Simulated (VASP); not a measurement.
Wanted: the native input for a VASP 6.6.1 run.

```yaml
Task: single point
Functional: PBEsol
Potentials_or_basis: VASP PAW PBE potentials, release 64 (Al)
Cutoff: 520 eV
k_mesh: 14 × 14 × 1
Occupations: fermi-dirac, width 0.08 eV
Spin: no spin polarisation
Dipole_correction: no
Further_INCAR_settings: ALGO = Normal; EDIFF = 1e-06; NBANDS = 16
```

The structure of Al lies in POSCAR:

```
Al
1.0
    2.8394494519      0.0000000000      0.0000000000
    0.0000000000      2.8394494519      0.0000000000
    0.0000000000      0.0000000000     24.0312000000
Al
5
Direct
    0.0000000000      0.0000000000      0.3302306759
    0.5000000000      0.5000000000      0.4149406378
    0.0000000000      0.0000000000      0.4999999975
    0.5000000000      0.5000000000      0.5850593614
    0.0000000000      0.0000000000      0.6697693273
```

The input as run:

INCAR

```
  PREC = Accurate
  ENCUT = 520
  EDIFF = 1E-6
  ISMEAR = -1
  SIGMA = 0.08
  LREAL = False
  LASPH = True
  NELM = 100
  ALGO = Normal
  ISIF = 2
  LWAVE = False
  LCHARG = True
  GGA = PS
  LELF = True
  LVHAR = True
  NBANDS = 16
```

KPOINTS

```
Automatic mesh
0
Gamma
  14 14 1
```

Potentials or basis: VASP PAW PBE potentials, release 64 (Al).

Command:

```console
$ cat potpaw_PBE.64/Al/POTCAR > POTCAR
$ mpirun -np 1 vasp_std > vasp.out
```

It gave:

| Property | Result |
| --- | --- |
| Largest force | 0.005 eV/Å |
| Band gap on the k mesh | zero (an odd number of electrons rules out a gap without spin polarisation) |

Caveat: there is no dipole correction, which matters where the two faces differ; the PAW data sets were made with another functional, which shifts forces and pressure a little.

Wall time 74 s on 1 thread of Intel(R) Xeon(R) 6975P-C (Granite Rapids) (shared host), peak memory 0.33 GiB.
